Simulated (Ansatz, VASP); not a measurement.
# Two plane-wave programs on BaZrO3

```
Ba Zr O
1.0
     4.18150    0.00000    0.00000
     0.00000    4.18150    0.00000
     0.00000    0.00000    4.18150
Ba Zr O
1 1 3
Direct
  0.50000 0.45561 0.45561
  0.00000 0.00000 0.00000
  0.50000 0.00000 0.00000
  0.00000 0.50000 0.00000
  0.00000 0.00000 0.50000
```

Change from the starting cell: all Ba atoms moved +0.263 Å, as atom 1 towards its neighbour atom 3 (O) at 2.957 Å.

Alike in both runs: task single point; functional PBE; k mesh 6 × 6 × 6; occupations gaussian, width 0.05 eV; no spin polarisation.

```csv
,VASP,Ansatz
version,VASP 6.6.1,Ansatz 0.2.0
potentials or method,"VASP PAW PBE potentials, release 64 (Ba_sv, Zr_sv, O), cutoff 520 eV","scalar-relativistic, plane waves, PAW"
valence electrons in the cell,40,40
```

VASP gave:

| Property | Result |
| --- | --- |
| gap on the k mesh at the Fermi level (eV) | 3.15 |
| least direct gap on the mesh (eV) | 3.36 |
| pressure (GPa) | 7.7 |
| traceless stress, the component that is largest in VASP (GPa) | 1.45 |
| rms of the force components (eV/Å) | 0.411 |

Problem. Which values does Ansatz return?

Solution. gap on the k mesh at the Fermi level (eV): 3.19; least direct gap on the mesh (eV): 3.37; pressure (GPa): 6.5; traceless stress, the component that is largest in VASP (GPa): 1.34; rms of the force components (eV/Å): 0.383.

Atom by atom the forces differ by 0.041 eV/Å (rms over components). The functional is the same, so the differences come from potentials, cutoffs and numerics.

Spin-orbit coupling is off throughout.
